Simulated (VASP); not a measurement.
Input of a VASP 6.6.1 run:

Contents of INCAR:

```
SYSTEM = Hg
ALGO = Normal ; EDIFF = 1E-6
ENCUT = 520 ; GGA = PE
ISIF = 2 ; ISMEAR = -1
LASPH = .True. ; LCHARG = .False.
LREAL = .False. ; LWAVE = .False.
NBANDS = 19 ; NELM = 80
PREC = Accurate ; SIGMA = 0.03
```

File KPOINTS:

```
k-points
0
Gamma
  13 13 7
  0 0 0
```

File POSCAR:

```
Hg
1.0
    3.5901800970      0.0000000000      0.0000000000
   -1.7950900485      3.1091871681      0.0000000000
    0.0000000000      0.0000000000      5.6163146195
Hg
2
Direct
    0.3333333333      0.6666666667      0.2500000000
    0.6666666667      0.3333333333      0.7500000000
```

Potentials or basis: VASP PAW PBE potentials, release 64 (Hg).

Launch:

```bash
$ cat potpaw_PBE.64/Hg/POTCAR > POTCAR
$ mpirun -np 1 vasp_std > vasp.out
```

Estimate the band gap on the k mesh.

0.29 eV, indirect (least direct gap 1.36 eV).

Estimate the pressure.

0.0 GPa.

Caveat: spin-orbit coupling is left out, which moves the levels of the heavy elements. A k mesh can miss the band edges.
